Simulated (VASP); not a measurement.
# Bi (Im-3m) in VASP: notebook, part 2 of 2

VASP 6.6.1. The steps go on from the part before.

## 3. Single point, LDA

This run uses another cell than the first one, of 31.74 Å³/atom, 1.020 times its volume.

Contents of INCAR:

```
PREC = Accurate ; ENCUT = 520
EDIFF = 1E-6 ; ISMEAR = 1
SIGMA = 0.15 ; LREAL = F
LASPH = T ; NELM = 60
ALGO = Normal ; ISIF = 2
LWAVE = F ; LCHARG = T
GGA = CA ; LELF = T
LVHAR = T ; NBANDS = 14
```

Contents of KPOINTS:

```
Automatic mesh
0
Gamma
  10 10 10
```

Contents of POSCAR:

```
Bi
1.0
   -1.9945534420      1.9945534420      1.9945534420
    1.9945534420     -1.9945534420      1.9945534420
    1.9945534420      1.9945534420     -1.9945534420
Bi
1
Direct
    0.0000000000      0.0000000000      0.0000000000
```

Potentials or basis: VASP PAW LDA potentials, release 64 (Bi_d).

Command:

```
cat potpaw_LDA.64/Bi_d/POTCAR > POTCAR
mpirun -np 1 vasp_std > vasp.out
```

It took 7.8 s on 1 thread of Intel Xeon 6975P-C (Granite Rapids), shared host; peak memory 0.14 GiB.

Results (log left out):

| Quantity | Value |
| --- | --- |
| Free energy | -4.4438 eV |
| Pressure | -4.0 GPa |

Levels at points of the mesh, in eV from the Fermi level:
| k point | band 4 | band 5 | band 6 | band 7 | band 8 | band 9 | band 10 | band 11 |
| --- | --- | --- | --- | --- | --- | --- | --- | --- |
| (0.00, 0.00, 0.00) | -22.83 | -22.83 | -13.40 | 4.91 | 4.91 | 4.91 | 8.98 | 10.52 |
| (0.50, 0.00, 0.00) | -22.84 | -22.75 | -10.47 | -4.95 | 1.50 | 3.36 | 5.97 | 7.58 |
| (0.50, 0.50, 0.50) | -22.77 | -22.77 | -8.46 | -1.78 | -1.78 | -1.78 | 3.62 | 3.62 |

Caveat: spin-orbit coupling is left out, which moves the levels of the heavy elements.

## 4. Single point, LDA

This run uses another cell than the first one, of 32.36 Å³/atom, 1.040 times its volume.

Contents of INCAR:

```
SYSTEM = Bi
ALGO = Normal ; EDIFF = 1E-7
ENCUT = 520 ; ISIF = 2
ISMEAR = 1 ; LASPH = .TRUE.
LCHARG = .FALSE. ; LREAL = .FALSE.
LWAVE = .FALSE. ; NBANDS = 14
NELM = 60 ; PREC = Accurate
SIGMA = 0.15
```

Contents of KPOINTS:

```
k-points
0
G
  10 10 10
  0 0 0
```

Contents of POSCAR:

```
Bi
1.0
   -2.0075054507      2.0075054507      2.0075054507
    2.0075054507     -2.0075054507      2.0075054507
    2.0075054507      2.0075054507     -2.0075054507
Bi
1
Direct
    0.0000000000      0.0000000000      0.0000000000
```

Command:

```
cat potpaw_LDA.64/Bi_d/POTCAR > POTCAR
mpirun -np 1 vasp_std > vasp.out
```

It took 8.5 s on 1 thread of Intel Xeon 6975P-C (Granite Rapids), shared host; peak memory 0.14 GiB.

The run converged. Its results:

* Free energy: -4.4266 eV
* Pressure: -4.9 GPa

Levels at points of the mesh, in eV from the Fermi level:
| k point | band 3 | band 4 | band 5 | band 6 | band 7 | band 8 | band 9 | band 10 | band 11 | band 12 |
| --- | --- | --- | --- | --- | --- | --- | --- | --- | --- | --- |
| (0.00, 0.00, 0.00) | -22.94 | -22.82 | -22.82 | -13.27 | 4.77 | 4.77 | 4.77 | 8.74 | 10.51 | 10.51 |
| (0.50, 0.00, 0.00) | -22.83 | -22.83 | -22.75 | -10.45 | -4.84 | 1.46 | 3.31 | 5.90 | 7.53 | 12.19 |
| (0.50, 0.50, 0.50) | -22.77 | -22.77 | -22.77 | -8.52 | -1.73 | -1.73 | -1.73 | 3.64 | 3.64 | 15.22 |

Caveat: spin-orbit coupling is left out, which moves the levels of the heavy elements.

## 5. Single point, LDA

This run uses another cell than the first one, of 32.98 Å³/atom, 1.060 times its volume.

Contents of INCAR:

```
ALGO = Normal
EDIFF = 1E-7
ENCUT = 520
GGA = CA
ISIF = 2
ISMEAR = 1
LASPH = True
LCHARG = False
LREAL = False
LWAVE = False
NBANDS = 14
NELM = 80
PREC = Accurate
SIGMA = 0.15
```

Contents of KPOINTS:

```
k-points
0
Gamma
  10 10 10
```

Contents of POSCAR:

```
Bi
1.0
   -2.0202924543      2.0202924543      2.0202924543
    2.0202924543     -2.0202924543      2.0202924543
    2.0202924543      2.0202924543     -2.0202924543
Bi
1
Direct
    0.0000000000      0.0000000000      0.0000000000
```

Potentials or basis: VASP PAW LDA potentials, release 64 (Bi_d).

Command:

```
cat potpaw_LDA.64/Bi_d/POTCAR > POTCAR
mpirun -np 1 vasp_std > vasp.out
```

OUTCAR:

```text
EDIFF = 1E-7
   ENCUT = 520
   GGA = CA
   ISIF = 2
   ISMEAR = 1
   LASPH = True
   LREAL = False
   NELM = 80
   PREC = Accurate

 ion  position               nearest neighbor table
   1  0.000  0.000  0.000-

  LATTYP: Found a body centered cubic cell.
 ALAT       =     4.0405849086

  Lattice vectors:

 A1 = (  -2.0202924543,   2.0202924543,   2.0202924543)
 A2 = (   2.0202924543,  -2.0202924543,   2.0202924543)
 A3 = (   2.0202924543,   2.0202924543,  -2.0202924543)

Analysis of symmetry for initial positions (statically):
=====================================================================
 Subroutine PRICEL returns:
 Original cell was already a primitive cell.

 Routine SETGRP: Setting up the symmetry group for a
 body centered cubic supercell.

 Subroutine GETGRP returns: Found 48 space group operations
 (whereof 48 operations were pure point group operations)
 out of a pool of 48 trial point group operations.

The static configuration has the point symmetry O_h .

[... 167 lines left out ...]
  band No.  band energies     occupation
      1     -15.9653      2.00000
      2     -15.9653      2.00000
      3     -15.9653      2.00000
      4     -15.8579      2.00000
      5     -15.8579      2.00000
      6      -6.1832      2.00000
      7      11.6063      0.00000
      8      11.6063      0.00000
      9      11.6063      0.00000
     10      15.4672      0.00000
     11      17.4640      0.00000
     12      17.4640      0.00000
     13      17.4640      0.00000
     14      18.3213      0.00000
[... 377 lines left out ...]
      1     -15.9688      2.00000
      2     -15.9305      2.00000
      3     -15.8818      2.00000
      4     -15.8655      2.00000
      5     -15.8525      2.00000
      6      -4.6042      2.00000
      7       5.0707      2.00000
      8       8.7436     -0.00000
      9       9.7427     -0.00000
     10      14.2273      0.00000
     11      15.7352      0.00000
     12      15.9381      0.00000
     13      20.8075      0.00000
     14      21.7295      0.00000

 [... further k-points ...]

------------------------ aborting loop because EDIFF is reached ----------------------------------------

  FORCE on cell =-STRESS in cart. coord.  units (eV):
  Direction    XX          YY          ZZ          XY          YZ          ZX
  --------------------------------------------------------------------------------------
  -------------------------------------------------------------------------------------
  Total       -1.1631093     -1.1631093     -1.1631093     -0.0000000     -0.0000000     -0.0000000
  in kB      -56.4973922    -56.4973922    -56.4973922     -0.0000000     -0.0000000     -0.0000000
  external PRESSURE =     -56.4973922 kB  Pullay stress =       0.0000000 kB

 VOLUME and BASIS-vectors are now :
 -----------------------------------------------------------------------------
  energy-cutoff  :      520.00
  volume of cell :       32.98
      direct lattice vectors                 reciprocal lattice vectors
    -2.020292454  2.020292454  2.020292454     0.000000000  0.247488921  0.247488921
     2.020292454 -2.020292454  2.020292454     0.247488921  0.000000000  0.247488921
     2.020292454  2.020292454 -2.020292454     0.247488921  0.247488921  0.000000000

 POSITION                                       TOTAL-FORCE (eV/Angst)
 -----------------------------------------------------------------------------------
      0.00000      0.00000      0.00000        -0.000000     -0.000000     -0.000000
 -----------------------------------------------------------------------------------
    total drift:                               -0.000000     -0.000000     -0.000000

  FREE ENERGIE OF THE ION-ELECTRON SYSTEM (eV)
  ---------------------------------------------------
  free  energy   TOTEN  =        -4.4064336023 eV

  energy  without entropy=       -4.4066574119  energy(sigma->0) =       -4.40650821
```

stdout:

```text
POSCAR found type information on POSCAR Bi
 POSCAR found :  1 types and       1 ions
 scaLAPACK will be used
 LDA part: xc-table for (Slater(with rela. corr.)+CA(PZ))
 , standard interpolation
 POSCAR, INCAR and KPOINTS ok, starting setup
 FFT: planning ... GRIDC
 FFT: planning ... GRID_SOFT
 FFT: planning ... GRID
 WAVECAR not read
 entering main loop
```

It took 11 s on 1 thread of Intel Xeon 6975P-C (Granite Rapids), shared host; peak memory 0.14 GiB.

Results:

```yaml
Free_energy: -4.4064 eV
Pressure: -5.6 GPa
```

Caveat: spin-orbit coupling is left out, which moves the levels of the heavy elements.

## 6. Overview

```tsv
cell	gap on the mesh (eV)	pressure (GPa)
a = 3.432 Å, angles 109.5°, 1 atom	none	-3.0
a = 3.455 Å, angles 109.5°, 1 atom	none	-4.0
a = 3.477 Å, angles 109.5°, 1 atom	none	-4.9
a = 3.499 Å, angles 109.5°, 1 atom	none	-5.6
```

Alike in all rows: task single point; level LDA; potentials or basis VASP PAW LDA potentials, release 64 (Bi_d); no spin polarisation; k mesh 10 × 10 × 10; cutoff (eV) 520; smearing methfessel-paxton 0.15 eV.

Caveats: spin-orbit coupling is left out, which moves the levels of the heavy elements.

Total energies depend on the potentials used, so only differences within one code and one set of settings carry meaning.
